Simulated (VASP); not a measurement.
Wanted: the native input for a VASP 6.6.1 run.

- Task: single point
- Functional: r2SCAN
- Potentials or basis: VASP PAW PBE potentials, release 64 (Mo_sv, S)
- Cutoff: 520 eV
- k mesh: 9 × 9 × 2
- Occupations: fermi-dirac, width 0.1 eV
- Spin: no spin polarisation
- Dipole correction: no
- Further INCAR settings: ALGO = Normal; EDIFF = 1e-06; NBANDS = 35

Crystal: MoS2.

```xyz
6
Lattice="1.5892 2.7525 0.0000 -1.5892 2.7525 0.0000 0.0000 0.0000 12.4107" Properties=species:S:1:pos:R:3 pbc="T T T"
Mo   -0.0002    1.8351    3.1027
Mo   -0.0002    3.6700    9.3081
S    -0.0002    1.8351    7.7071
S    -0.0002    3.6700    1.5017
S    -0.0002    1.8351   10.9090
S     0.0000    3.6702    4.7037
```

The input as run:

POSCAR

```
MoS2
1.0
    1.5891810000      2.7525420000      0.0000000000
   -1.5891810000      2.7525420000      0.0000000000
    0.0000000000      0.0000000000     12.4107440000
Mo S
2 4
Direct
    0.3333000000      0.3334000000      0.2500000000
    0.6666000000      0.6667000000      0.7500000000
    0.3333000000      0.3334000000      0.6210000000
    0.6666000000      0.6667000000      0.1210000000
    0.3333000000      0.3334000000      0.8790000000
    0.6667000000      0.6667000000      0.3790000000
```

INCAR.step1

```
PREC = Accurate
ENCUT = 520
ISMEAR = -1
SIGMA = 0.1
LREAL = F
LASPH = T
NELM = 80
NBANDS = 35
GGA = PE
ALGO = Normal
EDIFF = 1E-4
LWAVE = T
LCHARG = F
```

INCAR.step2

```
PREC = Accurate
ENCUT = 520
EDIFF = 1E-6
ISMEAR = -1
SIGMA = 0.1
LREAL = F
LASPH = T
NELM = 80
ALGO = Normal
ISIF = 2
LWAVE = F
LCHARG = F
METAGGA = R2SCAN
LMIXTAU = T
NBANDS = 35
ISTART = 1
```

KPOINTS

```
Automatic mesh
0
Gamma
  9 9 2
```

Potentials or basis: VASP PAW PBE potentials, release 64 (Mo_sv, S).

Launch:

```sh
$ cat potpaw_PBE.64/Mo_sv/POTCAR potpaw_PBE.64/S/POTCAR > POTCAR
$ cp INCAR.step1 INCAR
$ mpirun -np 1 vasp_std > vasp.out
$ cp INCAR.step2 INCAR
$ mpirun -np 1 vasp_std > vasp.out
```

Results of the run:

```yaml
Pressure: -3.4 GPa
Largest_force: 0.955 eV/Å
Band_gap_on_the_k_mesh: 1.08 eV (least direct gap 1.79 eV)
```

Caveat: the cell stands under tension; the PAW data sets were made with another functional, which shifts forces and pressure a little; an odd mesh through Γ misses points on the zone boundary, where band edges can lie.

Wall time 5.5 min on 1 thread of Intel(R) Xeon(R) 6975P-C (Granite Rapids), on a shared host, peak memory 0.4 GiB.
